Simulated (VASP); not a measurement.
# B (P6/mmm) in VASP: further runs

Runs on B. Level: PBEsol. Tasks: single point.

Program: VASP 6.6.1. These are calculated values, not measurements. Logs are shortened: lines on timing, memory, paths and dates and some standing lists are left out, and cuts for length are marked.

## (1) The cell of the first run

The structure is hexagonal, space group P6/mmm (No. 191). Conventional cell: a = 1.702 Å, b = 1.702 Å, c = 3.635 Å, α = 90.00°, β = 90.00°, γ = 120.00°. B (site symmetry 6/mmm) has 6 B at 1.70 Å within 2.3 Å.

## (2) Single point, PBEsol

Contents of INCAR:

```
SYSTEM = B
  PREC = Accurate
  ENCUT = 520
  EDIFF = 1E-6
  ISMEAR = 0
  SIGMA = 0.15
  LREAL = .False.
  LASPH = .True.
  NELM = 60
  ALGO = Normal
  ISIF = 2
  LWAVE = .False.
  LCHARG = .False.
  GGA = PS
  NBANDS = 8
```

Contents of KPOINTS:

```
Automatic mesh
0
Gamma
  33 33 14
  0 0 0
```

Contents of POSCAR:

```
B
1.0
    1.7024335758      0.0000000000      0.0000000000
   -0.8512167879      1.4743507249      0.0000000000
    0.0000000000      0.0000000000      3.6354228500
B
1
Direct
    0.0000000000      0.0000000000      0.0000000000
```

Potentials or basis: VASP PAW PBE potentials, release 64 (B).

On the command line:

```bash
cat potpaw_PBE.64/B/POTCAR > POTCAR
mpirun -np 1 vasp_std > vasp.out
```

OUTCAR:

```text
SYSTEM = B
   PREC = Accurate
   ENCUT = 520
   EDIFF = 1E-6
   ISMEAR = 0
   LREAL = .False.
   LASPH = .True.
   NELM = 60
   ISIF = 2
   GGA = PS

 ion  position               nearest neighbor table
   1  0.000  0.000  0.000-

  LATTYP: Found a hexagonal cell.
 ALAT       =     1.7024335758
 C/A-ratio  =     2.1354271331

  Lattice vectors:

 A1 = (   1.7024335758,   0.0000000000,   0.0000000000)
 A2 = (  -0.8512167879,   1.4743507249,   0.0000000000)
 A3 = (   0.0000000000,   0.0000000000,   3.6354228500)

Analysis of symmetry for initial positions (statically):
=====================================================================
 Subroutine PRICEL returns:
 Original cell was already a primitive cell.

 Routine SETGRP: Setting up the symmetry group for a
 hexagonal supercell.

 Subroutine GETGRP returns: Found 24 space group operations
 (whereof 24 operations were pure point group operations)
 out of a pool of 24 trial point group operations.

The static configuration has the point symmetry D_6h.

Analysis of symmetry for dynamics (positions and initial velocities):
=====================================================================
 Subroutine PRICEL returns:
 Original cell was already a primitive cell.

 Routine SETGRP: Setting up the symmetry group for a
 hexagonal supercell.

 Subroutine GETGRP returns: Found 24 space group operations
 (whereof 24 operations were pure point group operations)
 out of a pool of 24 trial point group operations.

The dynamic configuration has the point symmetry D_6h.

 Subroutine INISYM returns: Found 24 space group operations
 (whereof 24 operations are pure point group operations),
 and found     1 'primitive' translations

----------------------------------------------------------------------------------------

                                     Primitive cell

  volume of cell :       9.1249

  direct lattice vectors                    reciprocal lattice vectors
     1.702433576  0.000000000  0.000000000     0.587394430  0.339132332  0.000000000
    -0.851216788  1.474350725  0.000000000     0.000000000  0.678264665  0.000000000
     0.000000000  0.000000000  3.635422850     0.000000000  0.000000000  0.275071165

  length of vectors
     1.702433576  1.702433576  3.635422850     0.678264665  0.678264665  0.275071165

  position of ions in fractional coordinates (direct lattice)
     0.000000000  0.000000000  0.000000000

  ion indices of the primitive-cell ions
   primitive index   ion index
                 1           1

----------------------------------------------------------------------------------------

 KPOINTS: Automatic mesh

Automatic generation of k-mesh.
 Grid dimensions read from file:
 generate k-points for:   33   33   14

 Generating k-lattice:

  Cartesian coordinates                     Fractional coordinates (reciprocal lattice)
     0.017799831  0.010276737  0.000000000     0.030303030  0.000000000  0.000000000
     0.000000000  0.020553475  0.000000000     0.000000000  0.030303030  0.000000000
     0.000000000  0.000000000  0.019647940     0.000000000  0.000000000  0.071428571

  Length of vectors
     0.020553475  0.020553475  0.019647940

  Shift w.r.t. Gamma in fractional coordinates (k-lattice)
     0.000000000  0.000000000  0.000000000

 Subroutine IBZKPT returns following result:
 ===========================================

 Found    864 irreducible k-points:

 Following reciprocal coordinates:
            Coordinates               Weight
  0.000000  0.000000  0.000000      1.000000
  0.030303  0.000000  0.000000      6.000000
  0.060606  0.000000  0.000000      6.000000
  0.090909 -0.000000  0.000000      6.000000
  0.121212  0.000000  0.000000      6.000000
  0.151515  0.000000  0.000000      6.000000
[... 16 lines left out ...]
  0.181818  0.030303  0.000000     12.000000
  0.212121  0.030303  0.000000     12.000000
 [... further k-points ...]
   k-points           NKPTS =    864   k-points in BZ     NKDIM =    864   number of bands    NBANDS=      8
   number of dos      NEDOS =    301   number of ions     NIONS =      1
   total plane-waves  NPLWV =   5488
   dimension x,y,z NGX =    14 NGY =   14 NGZ =   28
   dimension x,y,z NGXF=    28 NGYF=   28 NGZF=   56
   ions per type =               1
   NGX,Y,Z   is equivalent  to a cutoff of  13.67, 13.67, 12.80 a.u.
   NGXF,Y,Z  is equivalent  to a cutoff of  27.34, 27.34, 25.61 a.u.
 SYSTEM =  B
   PREC   = accura    normal or accurate (medium, high low for compatibility)
   ISTART =      0    job   : 0-new  1-cont  2-samecut
   ICHARG =      2    charge: 1-file 2-atom 10-const
   ISPIN  =      1    spin polarized calculation?
   LNONCOLLINEAR =      F non collinear calculations
   LSORBIT =      F    spin-orbit coupling
   LASPH  =      T    aspherical Exc in radial PAW
   ENCUT  =  520.0 eV  38.22 Ry    6.18 a.u.   3.17  3.17  6.76*2*pi/ulx,y,z
   NELM   =     60;   NELMIN=  2; NELMDL= -5     # of ELM steps
   EDIFF  = 0.1E-05   stopping-criterion for ELM
   LREAL  =      F    real-space projection
   EDIFFG = 0.1E-04   stopping-criterion for IOM
   NSW    =      0    number of steps for IOM
   IBRION =     -1    ionic relax: 0-MD 1-quasi-New 2-CG
   NFREE  =      0    steps in history (QN), initial steepest desc. (CG)
   ISIF   =      2    stress and relaxation
   ISYM   =      2    0-nonsym 1-usesym 2-fastsym
   POTIM  = 0.5000    time-step for ionic-motion
   TEBEG  =    0.0;   TEEND  =   0.0 temperature during run
   PSTRESS=    0.0 pullay stress
   NELECT =       3.0000    total number of electrons
   NUPDOWN=      -1.0000    fix difference up-down
   EMIN   =  10.00;   EMAX   =-10.00  energy-range for DOS
   EFERMI =   0.00;   METHOD = LEGACY
   ISMEAR =     0;   SIGMA  =   0.15  broadening in eV -4-tet -1-fermi 0-gaus
   EFERMI_NEDOS =   21; number of points for ismear=-14 and -15
   IALGO  =     38    algorithm
   IMIX   =      4    mixing-type and parameters
     AMIX     =   0.40;   BMIX     =  1.00
     AMIX_MAG =   1.60;   BMIX_MAG =  1.00
  volume/ion in A,a.u.               =       9.12        61.58
  Fermi-wavevector in a.u.,A,eV,Ry     =   1.129900  2.135201 17.370199  1.276674
  Thomas-Fermi vector in A             =   2.266595
   LORBIT       =      0    0 simple, 1 ext, 2 COOP (PROOUT), +10 PAW based schemes
   GGA     = PS    functional components
   LHFCALC =     F    Hartree Fock is set to
   AEXX    =    0.0000 exact exchange contribution
   IVDW    =     0    specifies the selected vdW correction
   LEPSILON=     F    determine dielectric tensor
   LRPA    =     F    only Hartree local field effects (RPA)
 non-spin polarized calculation
 Gauss-broadening in eV      SIGMA  =   0.15
  energy-cutoff  :      520.00
  volume of cell :        9.12
 maximum number of plane-waves:       258
 NGX is ok and might be reduce to    14
   NGX =  7   NGY =  7   NGZ = 13

 number of electron       3.0000000 magnetization

 Free energy of the ion-electron system (eV)
  ---------------------------------------------------
  ext. energy  EPLUGINS =         0.00000000
  ---------------------------------------------------
  free energy    TOTEN  =        -6.30599563 eV

  energy without entropy =       -6.30284703  energy(sigma->0) =       -6.30442133

 E-fermi :   5.3028     XC(G=0): -10.2488

 val. band max:        5.2998779986   @ k =   0.3030   0.2727   0.5000
 cond. band min:       5.3074045557   @ k =   0.3333   0.2424   0.0000
 fundamental gap:      0.0075265571
 Fermi energy:         5.3027647371

 k-point     1 :       0.0000    0.0000    0.0000
  band No.  band energies     occupation
      1     -11.9804      2.00000
      2      -1.5358      2.00000
      3       7.4108      0.00000
      4      30.1541      0.00000
      5      30.1541      0.00000
      6      31.2187      0.00000
      7      37.1122      0.00000
      8      51.4439      0.00000

 k-point     2 :       0.0303    0.0000    0.0000
  band No.  band energies     occupation
      1     -11.9379      2.00000
      2      -1.4753      2.00000
      3       7.4633      0.00000
      4      29.9133      0.00000
      5      30.0135      0.00000
      6      31.2647      0.00000
      7      37.2577      0.00000
      8      50.1244      0.00000

 k-point     3 :       0.0606    0.0000    0.0000
  band No.  band energies     occupation
      1     -11.8105      2.00000
      2      -1.2938      2.00000
      3       7.6203      0.00000
      4      29.2282      0.00000
      5      29.6131      0.00000
      6      31.4009      0.00000
      7      37.6413      0.00000
      8      48.0925      0.00000

 k-point     4 :       0.0909   -0.0000    0.0000
  band No.  band energies     occupation
      1     -11.5985      2.00000
      2      -0.9918      2.00000
      3       7.8813      0.00000
      4      28.1729      0.00000
      5      29.0068      0.00000
      6      31.6209      0.00000
      7      38.1422      0.00000
      8      46.3438      0.00000

 k-point     5 :       0.1212    0.0000    0.0000
  band No.  band energies     occupation
      1     -11.3026      2.00000
      2      -0.5697      2.00000
      3       8.2441      0.00000
      4      26.8165      0.00000
      5      28.2603      0.00000
      6      31.9118      0.00000
      7      38.6183      0.00000
      8      45.1045      0.00000
[... 177 lines left out ...]
 k-point    22 :       0.1515    0.0303    0.0000
  band No.  band energies     occupation
      1     -10.6720      2.00000
      2       0.3318      2.00000
      3       9.0096      0.00000
      4      24.3563      0.00000
      5      26.7618      0.00000
      6      32.4459      0.00000
      7      39.2064      0.00000
      8      44.3208      0.00000

 k-point    23 :       0.1818    0.0303    0.0000
  band No.  band energies     occupation
      1     -10.1716      2.00000
      2       1.0494      2.00000
      3       9.6024      0.00000
      4      22.5463      0.00000
      5      25.9189      0.00000
      6      32.7389      0.00000
      7      39.2625      0.00000
      8      44.5851      0.00000

 k-point    24 :       0.2121    0.0303    0.0000
  band No.  band energies     occupation
      1      -9.5934      2.00000
      2       1.8822      2.00000
      3      10.2574      0.00000
      4      20.7017      0.00000
      5      25.1065      0.00000
      6      32.8331      0.00000
      7      39.2330      0.00000
      8      42.2444      0.00000

 [... further k-points ...]
[... 5 lines left out ...]
  --------------------------------------------------------------------------------------
  -------------------------------------------------------------------------------------
  Total        0.1665047      0.1665047     -0.0350783     -0.0000000      0.0000000      0.0000000
  in kB       29.2355353     29.2355353     -6.1591897     -0.0000000      0.0000000      0.0000000
  external PRESSURE =      17.4372936 kB  Pullay stress =       0.0000000 kB

 VOLUME and BASIS-vectors are now :
 -----------------------------------------------------------------------------
  energy-cutoff  :      520.00
  volume of cell :        9.12
      direct lattice vectors                 reciprocal lattice vectors
     1.702433576  0.000000000  0.000000000     0.587394430  0.339132332  0.000000000
    -0.851216788  1.474350725  0.000000000     0.000000000  0.678264665  0.000000000
     0.000000000  0.000000000  3.635422850     0.000000000  0.000000000  0.275071165

 POSITION                                       TOTAL-FORCE (eV/Angst)
 -----------------------------------------------------------------------------------
      0.00000      0.00000      0.00000         0.000000      0.000000      0.000000
 -----------------------------------------------------------------------------------
    total drift:                               -0.000000     -0.000000     -0.000000

  FREE ENERGIE OF THE ION-ELECTRON SYSTEM (eV)
  ---------------------------------------------------
  free  energy   TOTEN  =        -6.3059956267 eV

  energy  without entropy=       -6.3028470334  energy(sigma->0) =       -6.30442133
```

Run time: 25 s. Hardware: 1 thread of AMD EPYC 9R45 (Zen 5), shared host; peak memory 0.13 GiB.

Results:

| Quantity | Value |
| --- | --- |
| Free energy | -6.3060 eV |
| Pressure | 1.7 GPa |

Stress tensor (GPa, compression positive):
```
 2.92  0.00  0.00
 0.00  2.92  0.00
 0.00  0.00 -0.62
```

Caveat: the PAW data sets were made with another functional, which shifts forces and pressure a little.

## (3) Single point, PBEsol

Contents of INCAR:

```
PREC = Accurate
ENCUT = 520
EDIFF = 1E-6
ISMEAR = 0
SIGMA = 0.15
LREAL = False
LASPH = True
NELM = 80
ALGO = Normal
ISIF = 2
LWAVE = False
LCHARG = False
GGA = PS
NBANDS = 8
```

Contents of KPOINTS:

```
regular mesh
0
Gamma
  36 36 14
```

POSCAR is that of step 2.

Potentials or basis: VASP PAW PBE potentials, release 64 (B).

On the command line:

```bash
cat potpaw_PBE.64/B/POTCAR > POTCAR
mpirun -np 1 vasp_std > vasp.out
```

Run time: 28 s. Hardware: 1 thread of AMD EPYC 9R45 (Zen 5), shared host; peak memory 0.13 GiB.

The run converged. Its results:

| Item | Value |
| --- | --- |
| Free energy | -6.3075 eV |
| Pressure | 1.9 GPa |

Stress tensor (GPa, compression positive):
```
 3.22  0.00  0.00
 0.00  3.22  0.00
 0.00  0.00 -0.79
```

Levels at points of the mesh, in eV from the Fermi level:
```tsv
k point	band 1	band 2	band 3	band 4	band 5
(0.00, 0.00, 0.00)	-17.22	-6.78	2.15	24.92	24.92
(0.50, 0.00, 0.00)	-8.87	1.19	6.29	14.49	16.13
(0.00, 0.00, 0.50)	-16.89	-8.73	8.83	13.68	24.93
(0.50, 0.00, 0.50)	-8.80	1.63	5.20	11.26	16.15
```

Caveat: the PAW data sets were made with another functional, which shifts forces and pressure a little.
